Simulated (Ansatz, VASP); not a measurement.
SrHg3O4: VASP beside Ansatz

Contents of INCAR:

```
SYSTEM = SrHg3O4
PREC     = Accurate       ! precision mode
ENCUT    = 600            ! plane-wave cutoff, eV
EDIFF    = 1E-6           ! SCF threshold, eV
ISMEAR   = 0              ! smearing method
SIGMA    = 0.1            ! smearing width, eV
LREAL    = .FALSE.        ! projectors in reciprocal space
LASPH    = .TRUE.         ! aspherical terms in the spheres
NELM     = 120            ! most SCF steps
ALGO     = Normal         ! electronic algorithm
ISIF     = 2              ! what is computed and relaxed
LWAVE    = .FALSE.        ! write WAVECAR
LCHARG   = .TRUE.         ! write CHGCAR
GGA      = PE             ! functional
LELF     = .TRUE.         ! ELF
LVHAR    = .TRUE.       
NBANDS   = 57             ! bands
GGA_COMPAT= .FALSE.
```

File KPOINTS:

```
Automatic mesh
0
G
  8 8 8
  0 0 0
```

The input POSCAR:

```
SrHg3O4
1.0
    4.8366776335      0.0000000000      0.0000000000
    0.0000000000      4.8366776335      0.0000000000
    0.0000000000      0.0000000000      4.8366776335
Sr Hg O
1 3 4
Direct
    0.0000000000      0.0000000000      0.0000000000
    0.0000000000      0.5000000000      0.5000000000
    0.5000000000      0.0000000000      0.5000000000
    0.5000000000      0.5000000000      0.0000000000
    0.5000000000      0.0000000000      0.0000000000
    0.5000000000      0.5000000000      0.5000000000
    0.0000000000      0.0000000000      0.5000000000
    0.0000000000      0.5000000000      0.0000000000
```

Input for Ansatz:

```yaml
crystal:
  lattice:
    - [4.8366776335, 0.0, 0.0]
    - [0.0, 4.8366776335, 0.0]
    - [0.0, 0.0, 4.8366776335]
  atoms:
    - { symbol: Sr, position: [0.0, 0.0, 0.0] }
    - { symbol: Hg, position: [0.0, 0.5, 0.5] }
    - { symbol: Hg, position: [0.5, 0.0, 0.5] }
    - { symbol: Hg, position: [0.5, 0.5, 0.0] }
    - { symbol: O, position: [0.5, 0.0, 0.0] }
    - { symbol: O, position: [0.5, 0.5, 0.5] }
    - { symbol: O, position: [0.0, 0.0, 0.5] }
    - { symbol: O, position: [0.0, 0.5, 0.0] }
basis:
  ecutwfc: 420
kpoints:
  mp_grid: { grid: [8, 8, 8] }
hamiltonian:
  xc: pbe
scf:
  occupations: { method: gaussian, width: 0.1 }
output:
  forces: true
  stress: true
  eigenvalues: true
```

Alike in both runs: task single point; functional PBE; k mesh 8 × 8 × 8; occupations gaussian, width 0.1 eV; no spin polarisation.

```csv
,VASP,Ansatz
version,VASP 6.6.1,Ansatz 0.2.0
potentials or method,"VASP PAW PBE potentials, release 64 (Sr_sv, Hg_sv_GW, O), cutoff 600 eV","scalar-relativistic, plane waves, PAW"
valence electrons in the cell,94,94
```

```tsv
	VASP	Ansatz	Ansatz less VASP
gap on the k mesh at the Fermi level (eV)	none	none	-
pressure (GPa)	12.1	11.9	-0.26
```

A gap of «none» marks a metal or a gap that the smearing closes. With one functional, cell and mesh, what is left measures potentials, basis and numerics.

Spin-orbit coupling is off throughout.
